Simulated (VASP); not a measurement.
A run of VASP 6.6.1 is set up as follows.

Contents of INCAR:

```
ALGO = Normal
EDIFF = 1E-6
ENCUT = 520
GGA = PS
ISIF = 2
ISMEAR = -1
LASPH = True
LCHARG = False
LREAL = False
LWAVE = False
NBANDS = 8
NELM = 100
PREC = Accurate
SIGMA = 0.05
```

The input KPOINTS:

```
k-points
0
Gamma
  19 19 19
```

The input POSCAR:

```
Sb
1.0
   -1.5050000000      1.5050000000      2.5544000000
    1.5050000000     -1.5050000000      2.5544000000
    1.5050000000      1.5050000000     -2.5544000000
Sb
1
Direct
    0.0000000000      0.0000000000      0.0000000000
```

Potentials or basis: VASP PAW PBE potentials, release 64 (Sb).

Launch:

```bash
$ cat potpaw_PBE.64/Sb/POTCAR > POTCAR
$ mpirun -np 1 vasp_std > vasp.out
```

(1) Predict the band gap on the k mesh.

(2) Predict the pressure.

Results:

(1) zero (an odd number of electrons rules out a gap without spin polarisation).

(2) 12.1 GPa.

Caveat: the cell differs from its parent crystal (zz strain of +3 %); the cell stands under pressure; the PAW data sets were made with another functional, which shifts forces and pressure a little; spin-orbit coupling is left out, which moves the levels of the heavy elements.
